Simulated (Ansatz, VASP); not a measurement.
## One calculation of CoO, two programs

Contents of INCAR:

```
SYSTEM = CoO
ALGO = Normal
EDIFF = 1E-6
ENCUT = 520
GGA = PE
ISIF = 2
ISMEAR = 0
ISPIN = 2
LASPH = .True.
LCHARG = .False.
LMAXMIX = 4
LORBIT = 11
LREAL = .False.
LWAVE = .False.
MAGMOM = 2.5 0.33
NBANDS = 18
NELM = 150
PREC = Accurate
SIGMA = 0.05
```

KPOINTS

```
k-points
0
Gamma
  14 14 14
  0 0 0
```

Contents of POSCAR:

```
CoO
1.0
   -1.4772158519      1.4772158519      2.0642304156
    1.4772158519     -1.4772158519      2.0642304156
    1.4772158519      1.4772158519     -2.0642304156
Co O
1 1
Direct
    0.0000000000      0.0000000000      0.0000000000
    0.5000000000      0.5000000000      0.0000000000
```

Input for Ansatz:

```yaml
crystal:
  lattice:
    - [-1.4772158519, 1.4772158519, 2.0642304156]
    - [1.4772158519, -1.4772158519, 2.0642304156]
    - [1.4772158519, 1.4772158519, -2.0642304156]
  atoms:
    - { symbol: Co, position: [0.0, 0.0, 0.0], spin: 2.5 }
    - { symbol: O, position: [0.5, 0.5, 0.0], spin: 0.33 }
magnetization:
  spin_polarized: true
basis:
  ecutwfc: 420
  fft_grid_basis: typed
kpoints:
  mp_grid: { grid: [14, 14, 14] }
hamiltonian:
  xc: pbe
scf:
  occupations: { method: gaussian, width: 0.05 }
output:
  forces: true
  stress: true
  eigenvalues: true
  bader: true
  write_density: true
  volumetric_format: npy
  populations: true
  elf: true
```

Alike in both runs: task single point; functional PBE; k mesh 14 × 14 × 14; occupations gaussian, width 0.05 eV; collinear spin.

```csv
,VASP,Ansatz
version,VASP 6.6.1,Ansatz 0.2.0
potentials or method,"VASP PAW PBE potentials, release 64 (Co, O), cutoff 520 eV","scalar-relativistic, plane waves, PAW"
valence electrons in the cell,15,23
```

|  | VASP | Ansatz | Ansatz less VASP |
| --- | --- | --- | --- |
| gap on the k mesh at the Fermi level (eV) | none | none | - |
| pressure (GPa) | 9.8 | 10.6 | +0.77 |
| traceless stress, the component that is largest in VASP (GPa) | 0.47 | 0.40 | -0.071 |
| net moment per atom (μB) | 1.31 | 1.34 | +0.027 |
| size of the moment on the site where the two differ most (μB) | 2.35 | 2.29 | -0.059 |

Site moments also hang on the region over which each program counts them. A gap of «none» marks a metal or a gap that the smearing closes. With one functional, cell and mesh, what is left measures potentials, basis and numerics. VASP's potentials hold 15 valence electrons a cell and Ansatz's 23, so a difference there can come from the potentials and not from the codes.
